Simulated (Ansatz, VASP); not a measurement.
# One calculation of BeAs2, two programs

```
CELL_PARAMETERS angstrom
0.00000 3.67446 3.67446
3.67446 0.00000 3.67446
3.67446 3.67446 0.00000
ATOMIC_POSITIONS crystal
Be 0.00000 0.00000 0.00000
Be 0.25000 0.25000 0.25000
As 0.62500 0.62500 0.62500
As 0.12500 0.62500 0.62500
As 0.62500 0.62500 0.12500
As 0.62500 0.12500 0.62500
```

Alike in both runs: task relaxation of cell and atoms; functional PBE; k mesh 4 × 4 × 4; occupations gaussian, width 0.1 eV; no spin polarisation.

|  | VASP | Ansatz |
| --- | --- | --- |
| version | VASP 6.6.1 | Ansatz 0.2.0 |
| potentials or method | VASP PAW PBE potentials, release 64 (Be, As), cutoff 600 eV | scalar-relativistic, plane waves, PAW |
| valence electrons in the cell | 24 | 64 |

```tsv
	VASP	Ansatz	Ansatz less VASP
gap on the k mesh at the Fermi level, each at its own relaxed structure (eV)	none	none	-
relaxed volume (Å³/atom)	18.81	18.83	+0.017
relaxed length of the cell vector where the two differ most in proportion (Å)	5.425	5.426	+0.0017
```

A gap of «none» marks a metal or a gap that the smearing closes. VASP's potentials hold 24 valence electrons a cell and Ansatz's 64, so a difference there can come from the potentials and not from the codes.

The k mesh is coarse, so the values compare programs but aren't converged.
